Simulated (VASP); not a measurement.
Write the native input for VASP 6.6.1 that does the following.

- Task: single point
- Functional: PBE
- Potentials or basis: VASP PAW PBE potentials, release 64 (Hf_pv)
- Cutoff: 520 eV
- k mesh: 15 × 15 × 8
- Occupations: gaussian, width 0.1 eV
- Spin: no spin polarisation
- Dipole correction: no
- Further INCAR settings: ALGO = Fast; EDIFF = 1e-07; NBANDS = 17

The structure of Hf lies in POSCAR:

```
Hf
1.0
    3.3082689457      0.0000000000      0.0000000000
   -1.6541344728      2.8650449495      0.0000000000
    0.0000000000      0.0000000000      5.2312787821
Hf
2
Direct
    0.3333333333      0.6666666667      0.2500000000
    0.6666666667      0.3333333333      0.7500000000
```

This cell differs from its parent crystal: volume scaled by 1.10, then relaxed in part.

One way to write it, as run:

INCAR

```
SYSTEM = Hf
PREC = Accurate ; ENCUT = 520
EDIFF = 1E-7 ; ISMEAR = 0
SIGMA = 0.1 ; LREAL = .False.
LASPH = .True. ; NELM = 80
ALGO = Fast ; ISIF = 2
LWAVE = .False. ; LCHARG = .False.
GGA = PE ; NBANDS = 17
```

KPOINTS

```
regular mesh
0
Gamma
  15 15 8
  0 0 0
```

Potentials or basis: VASP PAW PBE potentials, release 64 (Hf_pv).

Run with:

```sh
$ cat potpaw_PBE.64/Hf_pv/POTCAR > POTCAR
$ mpirun -np 1 vasp_std > vasp.out
```

It gave:

* Pressure: -9.1 GPa
* Band gap on the k mesh: zero (band 10 reaches 5.37 eV, above the bottom of band 11 at 3.85 eV)

Caveat: spin-orbit coupling is left out, which moves the levels of the heavy elements.

Wall time 80 s on 1 thread of Intel(R) Xeon(R) Platinum 8488C (Sapphire Rapids) (shared host), peak memory 0.24 GiB.
